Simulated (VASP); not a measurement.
# K2S (Fm-3m) in VASP: a series of runs

The runs below take K2S through single point, with PBE.

Everything below comes from runs of VASP 6.6.1. Logs are shortened: lines on timing, memory, paths and dates and some standing lists are left out, and cuts for length are marked.

## (1) The cell of the first run

It takes space group Fm-3m (No. 225, cubic). The conventional cell has a = 7.464 Å, b = 7.464 Å, c = 7.464 Å, α = 90.00°, β = 90.00°, γ = 90.00°. K (site symmetry -43m) has 4 S at 3.23 Å and 6 K at 3.73 Å within 4.3 Å. Within 4.3 Å of S (site symmetry m-3m) lie 8 K at 3.23 Å.

## (2) Single point, PBE

The input, INCAR:

```
SYSTEM = K2S
PREC = Accurate
ENCUT = 500
EDIFF = 1E-6
ISMEAR = -1
SIGMA = 0.1
LREAL = .FALSE.
LASPH = .TRUE.
NELM = 120
ALGO = Normal
ISIF = 2
LWAVE = .FALSE.
LCHARG = .FALSE.
GGA = PE
NBANDS = 19
GGA_COMPAT = .FALSE.
```

The input, KPOINTS:

```
Automatic mesh
0
G
  6 6 6
  0 0 0
```

The input, POSCAR:

```
K2S
1.0
    0.0000000000      3.7320914886      3.7320914886
    3.7320914886      0.0000000000      3.7320914886
    3.7320914886      3.7320914886      0.0000000000
K S
2 1
Direct
    0.2500000000      0.2500000000      0.2500000000
    0.7500000000      0.7500000000      0.7500000000
    0.0000000000      0.0000000000      0.0000000000
```

Potentials or basis: VASP PAW PBE potentials, release 64 (K_sv, S).

Run with:

```bash
$ cat potpaw_PBE.64/K_sv/POTCAR potpaw_PBE.64/S/POTCAR > POTCAR
$ mpirun -np 1 vasp_std > vasp.out
```

OUTCAR:

```text
SYSTEM = K2S
   PREC = Accurate
   ENCUT = 500
   EDIFF = 1E-6
   ISMEAR = -1
   LREAL = .FALSE.
   LASPH = .TRUE.
   NELM = 120
   ISIF = 2
   GGA = PE

 ion  position               nearest neighbor table
   1  0.250  0.250  0.250-   3 3.23   3 3.23   3 3.23   3 3.23   2 3.73   2 3.73   2 3.73   2 3.73
                             2 3.73   2 3.73
   2  0.750  0.750  0.750-   3 3.23   3 3.23   3 3.23   3 3.23   1 3.73   1 3.73   1 3.73   1 3.73
                             1 3.73   1 3.73
   3  0.000  0.000  0.000-   2 3.23   2 3.23   2 3.23   1 3.23   2 3.23   1 3.23   1 3.23   1 3.23

  LATTYP: Found a face centered cubic cell.
 ALAT       =     7.4641829772

  Lattice vectors:

 A1 = (   0.0000000000,   3.7320914886,   3.7320914886)
 A2 = (   3.7320914886,   0.0000000000,   3.7320914886)
 A3 = (   3.7320914886,   3.7320914886,   0.0000000000)

Analysis of symmetry for initial positions (statically):
=====================================================================
 Subroutine PRICEL returns:
 Original cell was already a primitive cell.

 Routine SETGRP: Setting up the symmetry group for a
 face centered cubic supercell.

 Subroutine GETGRP returns: Found 48 space group operations
 (whereof 48 operations were pure point group operations)
 out of a pool of 48 trial point group operations.

The static configuration has the point symmetry O_h .

Analysis of symmetry for dynamics (positions and initial velocities):
=====================================================================
 Subroutine PRICEL returns:
 Original cell was already a primitive cell.

 Routine SETGRP: Setting up the symmetry group for a
 face centered cubic supercell.

 Subroutine GETGRP returns: Found 48 space group operations
 (whereof 48 operations were pure point group operations)
 out of a pool of 48 trial point group operations.

The dynamic configuration has the point symmetry O_h .

 Subroutine INISYM returns: Found 48 space group operations
 (whereof 48 operations are pure point group operations),
 and found     1 'primitive' translations

----------------------------------------------------------------------------------------

                                     Primitive cell

  volume of cell :     103.9649

  direct lattice vectors                    reciprocal lattice vectors
     0.000000000  3.732091489  3.732091489    -0.133973136  0.133973136  0.133973136
     3.732091489  0.000000000  3.732091489     0.133973136 -0.133973136  0.133973136
     3.732091489  3.732091489  0.000000000     0.133973136  0.133973136 -0.133973136

  length of vectors
     5.277974399  5.277974399  5.277974399     0.232048278  0.232048278  0.232048278

  position of ions in fractional coordinates (direct lattice)
     0.250000000  0.250000000  0.250000000
     0.750000000  0.750000000  0.750000000
     0.000000000  0.000000000  0.000000000

  ion indices of the primitive-cell ions
   primitive index   ion index
                 1           1
                 2           2
                 3           3

----------------------------------------------------------------------------------------

 KPOINTS: Automatic mesh

Automatic generation of k-mesh.
 Grid dimensions read from file:
 generate k-points for:    6    6    6

 Generating k-lattice:

  Cartesian coordinates                     Fractional coordinates (reciprocal lattice)
    -0.022328856  0.022328856  0.022328856     0.166666667  0.000000000  0.000000000
     0.022328856 -0.022328856  0.022328856     0.000000000  0.166666667  0.000000000
     0.022328856  0.022328856 -0.022328856     0.000000000  0.000000000  0.166666667

  Length of vectors
     0.038674713  0.038674713  0.038674713

  Shift w.r.t. Gamma in fractional coordinates (k-lattice)
     0.000000000  0.000000000  0.000000000

 Subroutine IBZKPT returns following result:
 ===========================================

 Found     16 irreducible k-points:

 Following reciprocal coordinates:
            Coordinates               Weight
  0.000000  0.000000  0.000000      1.000000
  0.166667  0.000000  0.000000      8.000000
  0.333333  0.000000  0.000000      8.000000
  0.500000  0.000000  0.000000      4.000000
  0.166667  0.166667  0.000000      6.000000
  0.333333  0.166667  0.000000     24.000000
[... 8 lines left out ...]
 -0.333333  0.333333  0.166667     24.000000
 -0.333333  0.500000  0.166667     12.000000
   k-points           NKPTS =     16   k-points in BZ     NKDIM =     16   number of bands    NBANDS=     19
   number of dos      NEDOS =    301   number of ions     NIONS =      3
   total plane-waves  NPLWV =  64000
   dimension x,y,z NGX =    40 NGY =   40 NGZ =   40
   dimension x,y,z NGXF=    80 NGYF=   80 NGZF=   80
   ions per type =               2   1
   NGX,Y,Z   is equivalent  to a cutoff of  12.60, 12.60, 12.60 a.u.
   NGXF,Y,Z  is equivalent  to a cutoff of  25.20, 25.20, 25.20 a.u.
 SYSTEM =  K2S
   PREC   = accura    normal or accurate (medium, high low for compatibility)
   ISTART =      0    job   : 0-new  1-cont  2-samecut
   ICHARG =      2    charge: 1-file 2-atom 10-const
   ISPIN  =      1    spin polarized calculation?
   LNONCOLLINEAR =      F non collinear calculations
   LSORBIT =      F    spin-orbit coupling
   LASPH  =      T    aspherical Exc in radial PAW
   ENCUT  =  500.0 eV  36.75 Ry    6.06 a.u.   9.62  9.62  9.62*2*pi/ulx,y,z
   NELM   =    120;   NELMIN=  2; NELMDL= -5     # of ELM steps
   EDIFF  = 0.1E-05   stopping-criterion for ELM
   LREAL  =      F    real-space projection
   EDIFFG = 0.1E-04   stopping-criterion for IOM
   NSW    =      0    number of steps for IOM
   IBRION =     -1    ionic relax: 0-MD 1-quasi-New 2-CG
   NFREE  =      0    steps in history (QN), initial steepest desc. (CG)
   ISIF   =      2    stress and relaxation
   ISYM   =      2    0-nonsym 1-usesym 2-fastsym
   POTIM  = 0.5000    time-step for ionic-motion
   TEBEG  =    0.0;   TEEND  =   0.0 temperature during run
   PSTRESS=    0.0 pullay stress
   NELECT =      24.0000    total number of electrons
   NUPDOWN=      -1.0000    fix difference up-down
   EMIN   =  10.00;   EMAX   =-10.00  energy-range for DOS
   EFERMI =   0.00;   METHOD = LEGACY
   ISMEAR =    -1;   SIGMA  =   0.10  broadening in eV -4-tet -1-fermi 0-gaus
   EFERMI_NEDOS =   21; number of points for ismear=-14 and -15
   IALGO  =     38    algorithm
   IMIX   =      4    mixing-type and parameters
     AMIX     =   0.40;   BMIX     =  1.00
     AMIX_MAG =   1.60;   BMIX_MAG =  1.00
  volume/ion in A,a.u.               =      34.65       233.86
  Fermi-wavevector in a.u.,A,eV,Ry     =   1.004268  1.897791 13.722214  1.008554
  Thomas-Fermi vector in A             =   2.136873
   LORBIT       =      0    0 simple, 1 ext, 2 COOP (PROOUT), +10 PAW based schemes
   GGA     = PE    functional components
   LHFCALC =     F    Hartree Fock is set to
   AEXX    =    0.0000 exact exchange contribution
   IVDW    =     0    specifies the selected vdW correction
   LEPSILON=     F    determine dielectric tensor
   LRPA    =     F    only Hartree local field effects (RPA)
 non-spin polarized calculation
  energy-cutoff  :      500.00
  volume of cell :      103.96
 maximum number of plane-waves:      2685
 NGX is ok and might be reduce to    40
   NGX = 19   NGY = 19   NGZ = 19

 number of electron      24.0000000 magnetization

 Free energy of the ion-electron system (eV)
  ---------------------------------------------------
  ext. energy  EPLUGINS =         0.00000000
  ---------------------------------------------------
  free energy    TOTEN  =        -9.42081051 eV

  energy without entropy =       -9.42080737  energy(sigma->0) =       -9.42080894

 E-fermi :   0.9944     XC(G=0):  -7.2501

 val. band max:       -0.4260874577   @ k =   0.5000   0.5000   0.0000
 cond. band min:       1.8934283912   @ k =   0.0000   0.0000   0.0000
 fundamental gap:      2.3195158489
 Fermi energy:         0.9944125661

 k-point     1 :       0.0000    0.0000    0.0000
  band No.  band energies     occupation
      1     -29.6918      2.00000
      2     -29.6171      2.00000
      3     -13.2781      2.00000
      4     -13.2781      2.00000
      5     -13.2781      2.00000
      6     -13.0560      2.00000
[... 11 lines left out ...]
     18       6.9639      0.00000
     19       7.8621      0.00000

 k-point     2 :       0.1667    0.0000    0.0000
  band No.  band energies     occupation
      1     -29.6866      2.00000
      2     -29.6219      2.00000
      3     -13.2721      2.00000
      4     -13.2651      2.00000
      5     -13.2651      2.00000
      6     -13.0940      2.00000
[... 11 lines left out ...]
     18       7.1184      0.00000
     19       7.3775      0.00000

 k-point     3 :       0.3333    0.0000    0.0000
  band No.  band energies     occupation
      1     -29.6725      2.00000
      2     -29.6351      2.00000
      3     -13.2631      2.00000
      4     -13.2281      2.00000
      5     -13.2281      2.00000
      6     -13.1634      2.00000
[... 11 lines left out ...]
     18       7.1815      0.00000
     19       7.1819      0.00000

 k-point     4 :       0.5000    0.0000    0.0000
  band No.  band energies     occupation
      1     -29.6536      2.00000
      2     -29.6535      2.00000
      3     -13.2631      2.00000
      4     -13.1918      2.00000
      5     -13.1786      2.00000
      6     -13.1786      2.00000
[... 11 lines left out ...]
     18       7.1296      0.00000
     19       7.2490      0.00000

 k-point     5 :       0.1667    0.1667    0.0000
  band No.  band energies     occupation
      1     -29.6853      2.00000
      2     -29.6230      2.00000
      3     -13.2923      2.00000
      4     -13.2923      2.00000
      5     -13.2086      2.00000
      6     -13.1640      2.00000
[... 11 lines left out ...]
     18       6.9311      0.00000
     19       6.9311      0.00000

 k-point     6 :       0.3333    0.1667    0.0000
  band No.  band energies     occupation
      1     -29.6753      2.00000
      2     -29.6322      2.00000
      3     -13.3036      2.00000
      4     -13.2889      2.00000
      5     -13.2519      2.00000
      6     -13.1438      2.00000
[... 11 lines left out ...]
     18       6.9528      0.00000
     19       7.6877      0.00000

 k-point     7 :       0.5000    0.1667    0.0000
  band No.  band energies     occupation
      1     -29.6597      2.00000
      2     -29.6473      2.00000
      3     -13.3394      2.00000
      4     -13.2673      2.00000
      5     -13.2534      2.00000
      6     -13.1142      2.00000
[... 11 lines left out ...]
     18       6.7919      0.00000
     19       7.5823      0.00000

 k-point     8 :      -0.3333    0.1667    0.0000
  band No.  band energies     occupation
      1     -29.6643      2.00000
      2     -29.6428      2.00000
      3     -13.3431      2.00000
      4     -13.2375      2.00000
      5     -13.1938      2.00000
      6     -13.1714      2.00000
[... 11 lines left out ...]
     18       6.7804      0.00000
     19       7.3474      0.00000

 k-point     9 :      -0.1667    0.1667    0.0000
  band No.  band energies     occupation
      1     -29.6788      2.00000
      2     -29.6290      2.00000
      3     -13.3132      2.00000
      4     -13.2271      2.00000
      5     -13.2153      2.00000
      6     -13.1682      2.00000
[... 11 lines left out ...]
     18       7.0793      0.00000
     19       7.1788      0.00000

 k-point    10 :       0.3333    0.3333    0.0000
  band No.  band energies     occupation
      1     -29.6722      2.00000
      2     -29.6349      2.00000
      3     -13.3658      2.00000
      4     -13.3203      2.00000
      5     -13.3203      2.00000
      6     -13.0661      2.00000
[... 11 lines left out ...]
     18       6.9881      0.00000
     19       7.4325      0.00000

 k-point    11 :       0.5000    0.3333    0.0000
  band No.  band energies     occupation
      1     -29.6640      2.00000
      2     -29.6425      2.00000
      3     -13.4264      2.00000
      4     -13.3184      2.00000
      5     -13.3124      2.00000
      6     -13.0466      2.00000
[... 11 lines left out ...]
     18       7.0021      0.00000
     19       7.4425      0.00000

 k-point    12 :      -0.3333    0.3333    0.0000
  band No.  band energies     occupation
      1     -29.6533      2.00000
      2     -29.6533      2.00000
      3     -13.4160      2.00000
      4     -13.2919      2.00000
      5     -13.2658      2.00000
      6     -13.0996      2.00000
[... 11 lines left out ...]
     18       6.8117      0.00000
     19       7.5651      0.00000

 k-point    13 :       0.5000    0.5000    0.0000
  band No.  band energies     occupation
      1     -29.6656      2.00000
      2     -29.6408      2.00000
      3     -13.4609      2.00000
      4     -13.3342      2.00000
      5     -13.3342      2.00000
      6     -13.0220      2.00000
[... 11 lines left out ...]
     18       7.0897      0.00000
     19       7.1929      0.00000

 k-point    14 :       0.5000    0.3333    0.1667
  band No.  band energies     occupation
      1     -29.6659      2.00000
      2     -29.6410      2.00000
      3     -13.3732      2.00000
      4     -13.3164      2.00000
      5     -13.2463      2.00000
      6     -13.1155      2.00000
[... 11 lines left out ...]
     18       7.0923      0.00000
     19       7.5071      0.00000

 k-point    15 :      -0.3333    0.3333    0.1667
  band No.  band energies     occupation
      1     -29.6533      2.00000
      2     -29.6533      2.00000
      3     -13.4074      2.00000
      4     -13.3345      2.00000
      5     -13.1839      2.00000
      6     -13.1817      2.00000
[... 11 lines left out ...]
     18       6.8103      0.00000
     19       7.4858      0.00000

 k-point    16 :      -0.3333    0.5000    0.1667
  band No.  band energies     occupation
      1     -29.6594      2.00000
      2     -29.6470      2.00000
      3     -13.4445      2.00000
      4     -13.3516      2.00000
      5     -13.2584      2.00000
      6     -13.1024      2.00000
[... 11 lines left out ...]
     18       7.0264      0.00000
     19       7.2497      0.00000

------------------------ aborting loop because EDIFF is reached ----------------------------------------

  FORCE on cell =-STRESS in cart. coord.  units (eV):
  Direction    XX          YY          ZZ          XY          YZ          ZX
  --------------------------------------------------------------------------------------
  -------------------------------------------------------------------------------------
  Total        0.0119693      0.0119693      0.0119693      0.0000000      0.0000000     -0.0000000
  in kB        0.1844558      0.1844558      0.1844558      0.0000000      0.0000000     -0.0000000
  external PRESSURE =       0.1844558 kB  Pullay stress =       0.0000000 kB

 VOLUME and BASIS-vectors are now :
 -----------------------------------------------------------------------------
  energy-cutoff  :      500.00
  volume of cell :      103.96
      direct lattice vectors                 reciprocal lattice vectors
     0.000000000  3.732091489  3.732091489    -0.133973136  0.133973136  0.133973136
     3.732091489  0.000000000  3.732091489     0.133973136 -0.133973136  0.133973136
     3.732091489  3.732091489  0.000000000     0.133973136  0.133973136 -0.133973136

 POSITION                                       TOTAL-FORCE (eV/Angst)
 -----------------------------------------------------------------------------------
      1.86605      1.86605      1.86605        -0.000000     -0.000000     -0.000000
      5.59814      5.59814      5.59814         0.000000      0.000000      0.000000
      0.00000      0.00000      0.00000         0.000000     -0.000000     -0.000000
 -----------------------------------------------------------------------------------
    total drift:                               -0.000000     -0.000000      0.000000

  FREE ENERGIE OF THE ION-ELECTRON SYSTEM (eV)
  ---------------------------------------------------
  free  energy   TOTEN  =        -9.4208105113 eV

  energy  without entropy=       -9.4208073710  energy(sigma->0) =       -9.42080894
```

Run time: 47 s. Hardware: 1 thread of AMD EPYC 7R13, shared host; peak memory 0.2 GiB.

Results:

```
Free energy            : -9.4208 eV
Pressure               : 0.0 GPa
Band gap on the k mesh : 2.32 eV, indirect (least direct gap 2.49 eV)
```

(Continued in part 2 of 2.)
